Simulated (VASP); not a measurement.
Wanted: the native input for a VASP 6.6.1 run.

```yaml
Task: single point
Functional: PBE
Potentials_or_basis: VASP PAW PBE potentials, release 64 (Al, In_d, N)
Cutoff: 520 eV
k_mesh: 6 × 6 × 4
Occupations: gaussian, width 0.1 eV
Spin: no spin polarisation
Dipole_correction: no
Further_INCAR_settings: ALGO = Normal; EDIFF = 1e-06; NBANDS = 31
```

The structure of AlIn2N3 lies in POSCAR:

```
AlIn2N3
1.0
    5.0805522868      0.0000000000      0.0000000000
   -2.5402761434      4.3998873456      0.0000000000
    0.0000000000      0.0000000000      5.2640419639
Al In N
1 2 3
Direct
    0.0000000000      0.0000000000      0.5000000000
    0.6666666667      0.3333333333      0.5000000000
    0.3333333333      0.6666666667      0.0000000000
    0.2130718454      0.7869281546      0.5000000000
    0.2130718454      0.4261436909      0.5000000000
    0.5738563091      0.7869281546      0.5000000000
```

The cell was built from a structure type or drawn by symmetry, and may not be a known phase.

One way to write it, as run:

INCAR

```
ALGO = Normal
EDIFF = 1E-6
ENCUT = 520
GGA = PE
ISIF = 2
ISMEAR = 0
LASPH = True
LCHARG = False
LREAL = False
LWAVE = False
NBANDS = 31
NELM = 80
PREC = Accurate
SIGMA = 0.1
```

KPOINTS

```
k-points
0
Gamma
  6 6 4
```

Potentials or basis: VASP PAW PBE potentials, release 64 (Al, In_d, N).

The run is started by

```console
$ cat potpaw_PBE.64/Al/POTCAR potpaw_PBE.64/In_d/POTCAR potpaw_PBE.64/N/POTCAR > POTCAR
$ mpirun -np 1 vasp_std > vasp.out
```

It gave:

| Property | Result |
| --- | --- |
| Pressure | -0.1 GPa |
| Largest force | 0.025 eV/Å |
| Band gap on the k mesh | zero (bands 22 and 23 overlap by 1.85 eV) |

Caveat: spin-orbit coupling is left out, which moves the levels of the heavy elements.

Wall time 48 s on 1 thread of AMD EPYC 9R45 96-Core Processor (Zen 5), with other jobs on the host, peak memory 0.24 GiB.
